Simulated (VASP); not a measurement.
# Si7Ge (P-42m) in VASP: notebook

Runs on Si7Ge. Level: PBEsol. Tasks: single point.

Everything below comes from runs of VASP 6.6.1. Logs are shortened: lines on timing, memory, paths and dates and some standing lists are left out, and cuts for length are marked.

## 1. The cell of the first run

The structure is tetragonal, space group P-42m (No. 111). The conventional cell has a = 5.533 Å, b = 5.533 Å, c = 5.315 Å, α = 90.00°, β = 90.00°, γ = 90.00°. Within 3.1 Å of Si (site symmetry m) lie 3 Si at 2.36 Å and 1 Ge at 2.39 Å. Within 3.1 Å of Si (site symmetry 222) lie 4 Si at 2.36 Å. Within 3.1 Å of Si (site symmetry -42m) lie 4 Si at 2.36 Å. Within 3.2 Å of Ge (site symmetry -42m) lie 4 Si at 2.39 Å.

## 2. Single point, PBEsol (20.33 Å³/atom)

INCAR reads:

```
SYSTEM = Si7Ge
  PREC = Accurate
  ENCUT = 520
  EDIFF = 1E-6
  ISMEAR = 0
  SIGMA = 0.03
  LREAL = .False.
  LASPH = .True.
  NELM = 60
  ALGO = Normal
  ISIF = 2
  LWAVE = .False.
  LCHARG = .False.
  GGA = PS
  NBANDS = 31
```

KPOINTS reads:

```
regular mesh
0
Gamma
  8 8 8
  0 0 0
```

POSCAR reads:

```
Si7Ge
1.0
    5.5325864411      0.0000000000      0.0000000000
    0.0000000000      5.5325864411      0.0000000000
    0.0000000000      0.0000000000      5.3146025353
Si Ge
7 1
Direct
    0.2525986838      0.2525986838      0.2525986838
    0.0000000000      0.5000000000      0.5000000000
    0.5000000000      0.5000000000      0.0000000000
    0.5000000000      0.0000000000      0.5000000000
    0.7474013162      0.2525986838      0.7474013162
    0.7474013162      0.7474013162      0.2525986838
    0.2525986838      0.7474013162      0.7474013162
    0.0000000000      0.0000000000      0.0000000000
```

Potentials or basis: VASP PAW PBE potentials, release 64 (Si, Ge_d).

The run is started by

```
cat potpaw_PBE.64/Si/POTCAR potpaw_PBE.64/Ge_d/POTCAR > POTCAR
mpirun -np 1 vasp_std > vasp.out
```

OUTCAR:

```text
SYSTEM = Si7Ge
   PREC = Accurate
   ENCUT = 520
   EDIFF = 1E-6
   ISMEAR = 0
   LREAL = .False.
   LASPH = .True.
   NELM = 60
   ISIF = 2
   GGA = PS

 ion  position               nearest neighbor table
   1  0.253  0.253  0.253-   3 2.36   2 2.36   4 2.36   8 2.39
   2  0.000  0.500  0.500-   1 2.36   5 2.36   6 2.36   7 2.36
   3  0.500  0.500  0.000-   1 2.36   5 2.36   6 2.36   7 2.36
   4  0.500  0.000  0.500-   1 2.36   5 2.36   6 2.36   7 2.36
   5  0.747  0.253  0.747-   3 2.36   2 2.36   4 2.36   8 2.39
   6  0.747  0.747  0.253-   3 2.36   2 2.36   4 2.36   8 2.39
   7  0.253  0.747  0.747-   3 2.36   2 2.36   4 2.36   8 2.39
   8  0.000  0.000  0.000-   1 2.39   5 2.39   6 2.39   7 2.39

  LATTYP: Found a simple tetragonal cell.
 ALAT       =     5.5325864411
 C/A-ratio  =     0.9606000000

  Lattice vectors:

 A1 = (   5.5325864411,   0.0000000000,   0.0000000000)
 A2 = (   0.0000000000,   5.5325864411,   0.0000000000)
 A3 = (   0.0000000000,   0.0000000000,   5.3146025353)

Analysis of symmetry for initial positions (statically):
=====================================================================
 Subroutine PRICEL returns:
 Original cell was already a primitive cell.

 Routine SETGRP: Setting up the symmetry group for a
 simple tetragonal supercell.

 Subroutine GETGRP returns: Found  8 space group operations
 (whereof  8 operations were pure point group operations)
 out of a pool of 16 trial point group operations.

The static configuration has the point symmetry D_2d.

Analysis of symmetry for dynamics (positions and initial velocities):
=====================================================================
 Subroutine PRICEL returns:
 Original cell was already a primitive cell.

 Routine SETGRP: Setting up the symmetry group for a
 simple tetragonal supercell.

 Subroutine GETGRP returns: Found  8 space group operations
 (whereof  8 operations were pure point group operations)
 out of a pool of 16 trial point group operations.

The dynamic configuration has the point symmetry D_2d.

 Subroutine INISYM returns: Found  8 space group operations
 (whereof  8 operations are pure point group operations),
 and found     1 'primitive' translations

----------------------------------------------------------------------------------------

                                     Primitive cell

  volume of cell :     162.6774

  direct lattice vectors                    reciprocal lattice vectors
     5.532586441  0.000000000  0.000000000     0.180747289  0.000000000  0.000000000
     0.000000000  5.532586441  0.000000000     0.000000000  0.180747289  0.000000000
     0.000000000  0.000000000  5.314602535     0.000000000  0.000000000  0.188160825

  length of vectors
     5.532586441  5.532586441  5.314602535     0.180747289  0.180747289  0.188160825

  position of ions in fractional coordinates (direct lattice)
     0.252598684  0.252598684  0.252598684
     0.000000000  0.500000000  0.500000000
     0.500000000  0.500000000  0.000000000
     0.500000000  0.000000000  0.500000000
     0.747401316  0.252598684  0.747401316
     0.747401316  0.747401316  0.252598684
     0.252598684  0.747401316  0.747401316
     0.000000000  0.000000000  0.000000000

  ion indices of the primitive-cell ions
   primitive index   ion index
                 1           1
                 2           2
                 3           3
                 4           4
                 5           5
                 6           6
                 7           7
                 8           8

----------------------------------------------------------------------------------------

 KPOINTS: regular mesh

Automatic generation of k-mesh.
 Grid dimensions read from file:
 generate k-points for:    8    8    8

 Generating k-lattice:

  Cartesian coordinates                     Fractional coordinates (reciprocal lattice)
     0.022593411  0.000000000  0.000000000     0.125000000  0.000000000  0.000000000
     0.000000000  0.022593411  0.000000000     0.000000000  0.125000000  0.000000000
     0.000000000  0.000000000  0.023520103     0.000000000  0.000000000  0.125000000

  Length of vectors
     0.022593411  0.022593411  0.023520103

  Shift w.r.t. Gamma in fractional coordinates (k-lattice)
     0.000000000  0.000000000  0.000000000

 Subroutine IBZKPT returns following result:
 ===========================================

 Found     75 irreducible k-points:

 Following reciprocal coordinates:
            Coordinates               Weight
  0.000000  0.000000  0.000000      1.000000
  0.125000  0.000000  0.000000      4.000000
  0.250000  0.000000  0.000000      4.000000
  0.375000  0.000000  0.000000      4.000000
  0.500000  0.000000  0.000000      2.000000
  0.125000  0.125000  0.000000      4.000000
[... 16 lines left out ...]
  0.375000  0.125000  0.125000     16.000000
  0.500000  0.125000  0.125000      8.000000
 [... further k-points ...]
   k-points           NKPTS =     75   k-points in BZ     NKDIM =     75   number of bands    NBANDS=     31
   number of dos      NEDOS =    301   number of ions     NIONS =      8
   total plane-waves  NPLWV =  70560
   dimension x,y,z NGX =    42 NGY =   42 NGZ =   40
   dimension x,y,z NGXF=    84 NGYF=   84 NGZF=   80
   ions per type =               7   1
   NGX,Y,Z   is equivalent  to a cutoff of  12.62, 12.62, 12.51 a.u.
   NGXF,Y,Z  is equivalent  to a cutoff of  25.24, 25.24, 25.02 a.u.
 SYSTEM =  Si7Ge
   PREC   = accura    normal or accurate (medium, high low for compatibility)
   ISTART =      0    job   : 0-new  1-cont  2-samecut
   ICHARG =      2    charge: 1-file 2-atom 10-const
   ISPIN  =      1    spin polarized calculation?
   LNONCOLLINEAR =      F non collinear calculations
   LSORBIT =      F    spin-orbit coupling
   LASPH  =      T    aspherical Exc in radial PAW
   ENCUT  =  520.0 eV  38.22 Ry    6.18 a.u.  10.29 10.29  9.88*2*pi/ulx,y,z
   NELM   =     60;   NELMIN=  2; NELMDL= -5     # of ELM steps
   EDIFF  = 0.1E-05   stopping-criterion for ELM
   LREAL  =      F    real-space projection
[... 7 lines left out ...]
   TEBEG  =    0.0;   TEEND  =   0.0 temperature during run
   PSTRESS=    0.0 pullay stress
   NELECT =      42.0000    total number of electrons
   NUPDOWN=      -1.0000    fix difference up-down
   EMIN   =  10.00;   EMAX   =-10.00  energy-range for DOS
   EFERMI =   0.00;   METHOD = LEGACY
   ISMEAR =     0;   SIGMA  =   0.03  broadening in eV -4-tet -1-fermi 0-gaus
   EFERMI_NEDOS =   21; number of points for ismear=-14 and -15
   IALGO  =     38    algorithm
   IMIX   =      4    mixing-type and parameters
     AMIX     =   0.40;   BMIX     =  1.00
     AMIX_MAG =   1.60;   BMIX_MAG =  1.00
  volume/ion in A,a.u.               =      20.33       137.23
  Fermi-wavevector in a.u.,A,eV,Ry     =   1.042435  1.969916 14.785044  1.086670
  Thomas-Fermi vector in A             =   2.177100
   LORBIT       =      0    0 simple, 1 ext, 2 COOP (PROOUT), +10 PAW based schemes
   GGA     = PS    functional components
   LHFCALC =     F    Hartree Fock is set to
   AEXX    =    0.0000 exact exchange contribution
   IVDW    =     0    specifies the selected vdW correction
   LEPSILON=     F    determine dielectric tensor
   LRPA    =     F    only Hartree local field effects (RPA)
 non-spin polarized calculation
 Gauss-broadening in eV      SIGMA  =   0.03
  energy-cutoff  :      520.00
  volume of cell :      162.68
 maximum number of plane-waves:      4432
 NGX is ok and might be reduce to    42
   NGX = 21   NGY = 21   NGZ = 19

 number of electron      42.0000008 magnetization

 Free energy of the ion-electron system (eV)
  ---------------------------------------------------
  ext. energy  EPLUGINS =         0.00000000
  ---------------------------------------------------
  free energy    TOTEN  =       -45.08140325 eV

  energy without entropy =      -45.08134652  energy(sigma->0) =      -45.08137488

 E-fermi :   5.8382     XC(G=0):  -9.6407

 val. band max:        5.8212625613   @ k =   0.0000   0.0000   0.0000
 cond. band min:       5.8662812675   @ k =   0.0000   0.0000   0.1250
 fundamental gap:      0.0450187062
 Fermi energy:         5.8382000523

 k-point     1 :       0.0000    0.0000    0.0000
  band No.  band energies     occupation
      1     -18.4549      2.00000
      2     -18.4549      2.00000
      3     -18.4542      2.00000
      4     -18.4305      2.00000
      5     -18.4266      2.00000
      6      -6.4448      2.00000
[... 23 lines left out ...]
     30       8.2508      0.00000
     31       8.5447      0.00000

 k-point     2 :       0.1250    0.0000    0.0000
  band No.  band energies     occupation
      1     -18.4549      2.00000
      2     -18.4549      2.00000
      3     -18.4542      2.00000
      4     -18.4305      2.00000
      5     -18.4266      2.00000
      6      -6.3788      2.00000
[... 23 lines left out ...]
     30       8.6332      0.00000
     31       8.9828      0.00000

 k-point     3 :       0.2500    0.0000    0.0000
  band No.  band energies     occupation
      1     -18.4549      2.00000
      2     -18.4549      2.00000
      3     -18.4542      2.00000
      4     -18.4304      2.00000
      5     -18.4265      2.00000
      6      -6.1816      2.00000
[... 23 lines left out ...]
     30       9.4859      0.00000
     31       9.6940      0.00000

 k-point     4 :       0.3750    0.0000    0.0000
  band No.  band energies     occupation
      1     -18.4549      2.00000
      2     -18.4549      2.00000
      3     -18.4543      2.00000
      4     -18.4304      2.00000
      5     -18.4265      2.00000
      6      -5.8573      2.00000
[... 635 lines left out ...]
     30       9.3144      0.00000
     31      10.7099      0.00000

 k-point    23 :       0.3750    0.1250    0.1250
  band No.  band energies     occupation
      1     -18.4549      2.00000
      2     -18.4549      2.00000
      3     -18.4543      2.00000
      4     -18.4304      2.00000
      5     -18.4265      2.00000
      6      -5.7280      2.00000
[... 23 lines left out ...]
     30      10.1534      0.00000
     31      10.3014      0.00000

 k-point    24 :       0.5000    0.1250    0.1250
  band No.  band energies     occupation
      1     -18.4550      2.00000
      2     -18.4549      2.00000
      3     -18.4543      2.00000
      4     -18.4304      2.00000
      5     -18.4265      2.00000
      6      -5.3707      2.00000
[... 23 lines left out ...]
     30      10.2822      0.00000
     31      10.3949      0.00000

 [... further k-points ...]

------------------------ aborting loop because EDIFF is reached ----------------------------------------

  FORCE on cell =-STRESS in cart. coord.  units (eV):
  Direction    XX          YY          ZZ          XY          YZ          ZX
  --------------------------------------------------------------------------------------
  -------------------------------------------------------------------------------------
  Total       -1.1344742     -1.1344742      2.3347337      0.0000000      0.0000000      0.0000000
  in kB      -11.1732113    -11.1732113     22.9943282      0.0000000      0.0000000      0.0000000
  external PRESSURE =       0.2159685 kB  Pullay stress =       0.0000000 kB

 VOLUME and BASIS-vectors are now :
 -----------------------------------------------------------------------------
  energy-cutoff  :      520.00
  volume of cell :      162.68
      direct lattice vectors                 reciprocal lattice vectors
     5.532586441  0.000000000  0.000000000     0.180747289  0.000000000  0.000000000
     0.000000000  5.532586441  0.000000000     0.000000000  0.180747289  0.000000000
     0.000000000  0.000000000  5.314602535     0.000000000  0.000000000  0.188160825

 POSITION                                       TOTAL-FORCE (eV/Angst)
 -----------------------------------------------------------------------------------
      1.39752      1.39752      1.34246        -0.009139     -0.009139      0.007999
      0.00000      2.76629      2.65730        -0.000000     -0.000000      0.000000
      2.76629      2.76629      0.00000         0.000000     -0.000000      0.000000
      2.76629      0.00000      2.65730        -0.000000     -0.000000      0.000000
      4.13506      1.39752      3.97214         0.009139     -0.009139     -0.007999
      4.13506      4.13506      1.34246         0.009139      0.009139      0.007999
      1.39752      4.13506      3.97214        -0.009139      0.009139     -0.007999
      0.00000      0.00000      0.00000         0.000000     -0.000000      0.000000
 -----------------------------------------------------------------------------------
    total drift:                               -0.000000     -0.000000     -0.000000

  FREE ENERGIE OF THE ION-ELECTRON SYSTEM (eV)
  ---------------------------------------------------
  free  energy   TOTEN  =       -45.0814032497 eV

  energy  without entropy=      -45.0813465174  energy(sigma->0) =      -45.08137488
```

It took 3 min on 1 thread of Intel Xeon Platinum 8488C (Sapphire Rapids), shared host; peak memory 0.45 GiB.

Results:

```yaml
Free_energy: -45.0814 eV
Pressure: 0.0 GPa
Largest_force: 0.015 eV/Å
Band_gap_on_the_k_mesh: 0.04 eV (least direct gap 0.06 eV)
```

Forces on the atoms (eV/Å):
```
Si  -0.009 -0.009  0.008
Si   0.000  0.000  0.000
Si   0.000  0.000  0.000
Si   0.000  0.000  0.000
Si   0.009 -0.009 -0.008
Si   0.009  0.009  0.008
Si  -0.009  0.009 -0.008
Ge   0.000  0.000  0.000
```

Caveat: the PAW data sets were made with another functional, which shifts forces and pressure a little. A k mesh can miss the band edges.

## 3. Single point, PBEsol (20.33 Å³/atom)

INCAR reads:

```
PREC = Accurate
ENCUT = 520
EDIFF = 1E-6
ISMEAR = 0
SIGMA = 0.03
LREAL = F
LASPH = T
NELM = 80
ALGO = Normal
ISIF = 2
LWAVE = F
LCHARG = F
GGA = PS
NBANDS = 31
```

KPOINTS reads:

```
Automatic mesh
0
Gamma
  8 8 8
```

Edit POSCAR of step 2 so:

```diff
@@ -2,5 +2,5 @@
 1.0
-    5.5325864411      0.0000000000      0.0000000000
-    0.0000000000      5.5325864411      0.0000000000
-    0.0000000000      0.0000000000      5.3146025353
+    5.3863200970      0.0000000000      0.0000000000
+    0.0000000000      5.3863200970      0.0000000000
+    0.0000000000      0.0000000000      5.6071592210
 Si Ge
```

Potentials or basis: VASP PAW PBE potentials, release 64 (Si, Ge_d).

The run is started by

```
cat potpaw_PBE.64/Si/POTCAR potpaw_PBE.64/Ge_d/POTCAR > POTCAR
mpirun -np 1 vasp_std > vasp.out
```

OUTCAR:

```text
PREC = Accurate
   ENCUT = 520
   EDIFF = 1E-6
   ISMEAR = 0
   LREAL = F
   LASPH = T
   NELM = 80
   ISIF = 2
   GGA = PS

 ion  position               nearest neighbor table
   1  0.253  0.253  0.253-   2 2.36   4 2.36   3 2.36   8 2.39
   2  0.000  0.500  0.500-   1 2.36   5 2.36   6 2.36   7 2.36
   3  0.500  0.500  0.000-   1 2.36   5 2.36   6 2.36   7 2.36
   4  0.500  0.000  0.500-   1 2.36   5 2.36   6 2.36   7 2.36
   5  0.747  0.253  0.747-   2 2.36   4 2.36   3 2.36   8 2.39
   6  0.747  0.747  0.253-   2 2.36   4 2.36   3 2.36   8 2.39
   7  0.253  0.747  0.747-   2 2.36   4 2.36   3 2.36   8 2.39
   8  0.000  0.000  0.000-   1 2.39   5 2.39   6 2.39   7 2.39

  LATTYP: Found a simple tetragonal cell.
 ALAT       =     5.3863200970
 C/A-ratio  =     1.0410000000

  Lattice vectors:

 A1 = (   5.3863200970,   0.0000000000,   0.0000000000)
 A2 = (   0.0000000000,   5.3863200970,   0.0000000000)
 A3 = (   0.0000000000,   0.0000000000,   5.6071592210)

Analysis of symmetry for initial positions (statically):
=====================================================================
[... 192 lines left out ...]
  band No.  band energies     occupation
      1     -18.4546      2.00000
      2     -18.4540      2.00000
      3     -18.4540      2.00000
      4     -18.4298      2.00000
      5     -18.4263      2.00000
      6      -6.4447      2.00000
[... 805 lines left out ...]
     30      10.3962      0.00000
     31      10.4851      0.00000

 [... further k-points ...]

------------------------ aborting loop because EDIFF is reached ----------------------------------------

  FORCE on cell =-STRESS in cart. coord.  units (eV):
  Direction    XX          YY          ZZ          XY          YZ          ZX
  --------------------------------------------------------------------------------------
  -------------------------------------------------------------------------------------
  Total        1.3629473      1.3629473     -2.6465160      0.0000000     -0.0000000      0.0000000
  in kB       13.4233975     13.4233975    -26.0650106      0.0000000     -0.0000000      0.0000000
  external PRESSURE =       0.2605948 kB  Pullay stress =       0.0000000 kB

 VOLUME and BASIS-vectors are now :
 -----------------------------------------------------------------------------
  energy-cutoff  :      520.00
  volume of cell :      162.68
      direct lattice vectors                 reciprocal lattice vectors
     5.386320097  0.000000000  0.000000000     0.185655509  0.000000000  0.000000000
     0.000000000  5.386320097  0.000000000     0.000000000  0.185655509  0.000000000
     0.000000000  0.000000000  5.607159221     0.000000000  0.000000000  0.178343429

 POSITION                                       TOTAL-FORCE (eV/Angst)
 -----------------------------------------------------------------------------------
      1.36058      1.36058      1.41636         0.001829      0.001829     -0.014646
      0.00000      2.69316      2.80358        -0.000000     -0.000000      0.000000
      2.69316      2.69316      0.00000        -0.000000     -0.000000      0.000000
      2.69316      0.00000      2.80358        -0.000000     -0.000000     -0.000000
      4.02574      1.36058      4.19080        -0.001829      0.001829      0.014646
      4.02574      4.02574      1.41636        -0.001829     -0.001829     -0.014646
      1.36058      4.02574      4.19080         0.001829     -0.001829      0.014646
      0.00000      0.00000      0.00000        -0.000000     -0.000000      0.000000
 -----------------------------------------------------------------------------------
    total drift:                               -0.000000     -0.000000      0.000000

  FREE ENERGIE OF THE ION-ELECTRON SYSTEM (eV)
  ---------------------------------------------------
  free  energy   TOTEN  =       -45.0766413639 eV

  energy  without entropy=      -45.0766410561  energy(sigma->0) =      -45.07664121
```

It took 3 min on 1 thread of Intel Xeon Platinum 8488C (Sapphire Rapids), shared host; peak memory 0.44 GiB.

What came out:

```
Free energy            : -45.0766 eV
Pressure               : 0.0 GPa
Largest force          : 0.015 eV/Å
Band gap on the k mesh : 0.14 eV
```

Forces on the atoms (eV/Å):
```
Si   0.002  0.002 -0.015
Si   0.000  0.000  0.000
Si   0.000  0.000  0.000
Si   0.000  0.000  0.000
Si  -0.002  0.002  0.015
Si  -0.002 -0.002 -0.015
Si   0.002 -0.002  0.015
Ge   0.000  0.000  0.000
```

Caveat: the PAW data sets were made with another functional, which shifts forces and pressure a little.
